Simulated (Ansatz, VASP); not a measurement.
## ScIn3 in VASP and in Ansatz

```
CELL_PARAMETERS angstrom
4.36895 0.00000 0.00000
0.00000 4.36895 0.00000
0.00000 0.00000 4.36895
ATOMIC_POSITIONS crystal
Sc 0.00000 0.00000 0.00000
In 0.00000 0.50000 0.50000
In 0.50000 0.00000 0.50000
In 0.50000 0.50000 0.00000
```

Change from the starting cell: volume scaled by 0.94, crystal datasets.

Alike in both runs: task electric field gradients; functional PBEsol; k mesh 8 × 8 × 8; occupations fermi-dirac, width 0.08 eV; no spin polarisation.

|  | VASP | Ansatz |
| --- | --- | --- |
| version | VASP 6.6.1 | Ansatz 0.2.0 |
| potentials or method | VASP PAW PBE potentials, release 64 (Sc_sv, In_d), cutoff 520 eV | all-electron PAW with datasets made for the crystal, scalar-relativistic |

VASP gave:

* pressure (GPa): 4.3
* size of Vzz on the site where it differs most (V/Å²): 101.5

Problem. Estimate Ansatz's values.

Solution. Pressure (GPa): 4.3; size of Vzz on the site where it differs most (V/Å²): 108.2.

VASP's potentials were made for PBE, not for PBEsol. Ansatz ran all-electron here, and VASP with PAW potentials.
